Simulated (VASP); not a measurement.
Crystal: Si3N4.

```
CELL_PARAMETERS angstrom
4.13078 0.00000 0.00000
0.00000 4.13078 0.00000
0.00000 0.00000 4.13078
ATOMIC_POSITIONS crystal
Si 0.00000 0.00000 0.50000
Si 0.50000 0.00000 0.00000
Si 0.00000 0.50000 0.00000
N 0.23952 0.23952 0.76048
N 0.76048 0.76048 0.76048
N 0.23952 0.76048 0.23952
N 0.76048 0.23952 0.23952
```

| Item | Value |
| --- | --- |
| Program | VASP 6.6.1 |
| Task | relaxation of cell and atoms |
| Functional | PBEsol |
| Potentials or basis | VASP PAW PBE potentials, release 64 (Si, N) |
| Cutoff | 600 eV |
| k mesh | 7 × 7 × 7 |
| Occupations | fermi-dirac, width 0.05 eV |
| Spin | no spin polarisation |

At the start: pressure -4.0 GPa; volume 10.07 Å³/atom.

Question: Where does the relaxation end?

Answer: Over 5 steps the energy falls by 2.2 meV/atom and the volume is 9.89 Å³/atom (-1.8 %); space group P-43m (No. 215, to 0.05 Å).

The path:
| step | energy change (eV) | largest force (eV/Å) | pressure (GPa) | volume (Å³) |
| --- | --- | --- | --- | --- |
| 1 | 0.0000 | 0.0478 | -3.99 | 70.48 |
| 2 | 0.0106 | 0.3365 | 5.46 | 67.96 |
| 3 | -0.0140 | 0.1113 | -0.08 | 69.38 |
| 4 | -0.0154 | 0.0318 | -0.05 | 69.26 |
| 5 | -0.0156 | 0.0009 | -0.03 | 69.22 |

Final structure:
```
Si N
1.0
     4.10582    0.00000    0.00000
     0.00000    4.10582    0.00000
     0.00000    0.00000    4.10582
Si N
3 4
Direct
  0.00000 0.00000 0.50000
  0.50000 0.00000 0.00000
  0.00000 0.50000 0.00000
  0.24031 0.24031 0.75969
  0.75969 0.75969 0.75969
  0.24031 0.75969 0.24031
  0.75969 0.24031 0.24031
```

Caveat: the PAW data sets were made with another functional, which shifts forces and pressure a little.
